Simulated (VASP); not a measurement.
Crystal: SnO2 (rutile type).

```
Sn O
1.0
     4.58216    0.00000    0.00000
     0.00000    4.58216    0.00000
     0.00000    0.00000    3.02422
Sn O
2 4
Direct
  0.00000 0.00000 0.00000
  0.50000 0.50000 0.50000
  0.30500 0.30500 0.00000
  0.69500 0.69500 0.00000
  0.80500 0.19500 0.50000
  0.19500 0.80500 0.50000
```

- Program: VASP 6.6.1
- Task: relaxation of cell and atoms
- Functional: PBE
- Potentials or basis: VASP PAW PBE potentials, release 64 (Sn_d, O)
- Cutoff: 600 eV
- k mesh: 8 × 8 × 11
- Occupations: fermi-dirac, width 0.05 eV
- Spin: no spin polarisation

At the start: pressure 48.7 GPa; volume 10.58 Å³/atom.

Task: Where does the relaxation end?

Result: Over 11 steps the energy falls by 265.6 meV/atom and the volume is 12.62 Å³/atom (+19.2 %); space group P4_2/mnm (No. 136, to 0.1 Å) before and after.

Step by step:
```
step  energy change (eV)  largest force (eV/Å)  pressure (GPa)  volume (Å³)
   1              0.0000                0.6358           48.69        63.50
   2              0.8168                0.6702          -25.27        97.80
   3             -1.5611                0.5317           -1.89        76.21
   4             -1.5677                0.5025           -0.21        75.50
   5             -1.5682                0.4914            0.41        75.25
   6             -1.5931                0.0871           -0.09        75.69
   7             -1.5938                0.0068           -0.16        75.78
   8             -1.5938                0.0029           -0.16        75.79
   9             -1.5938                0.0135            0.12        75.66
  10             -1.5938                0.0091            0.00        75.71
  11             -1.5938                0.0019            0.01        75.70
```

Final structure:
```cif
data_structure
_symmetry_space_group_name_H-M 'P 1'
_symmetry_Int_Tables_number 1
_cell_length_a 4.8320
_cell_length_b 4.8320
_cell_length_c 3.2424
_cell_angle_alpha 90.000
_cell_angle_beta 90.000
_cell_angle_gamma 90.000
_cell_volume 75.70
loop_
_atom_site_label
_atom_site_type_symbol
_atom_site_fract_x
_atom_site_fract_y
_atom_site_fract_z
_atom_site_occupancy
Sn1 Sn 0.00000 0.00000 0.00000 1
Sn2 Sn 0.50000 0.50000 0.50000 1
O1 O 0.30656 0.30656 0.00000 1
O2 O 0.69344 0.69344 0.00000 1
O3 O 0.80656 0.19344 0.50000 1
O4 O 0.19344 0.80656 0.50000 1
```

Caveat: the volume moved by over 15 % at a fixed basis, so the end points are rough.
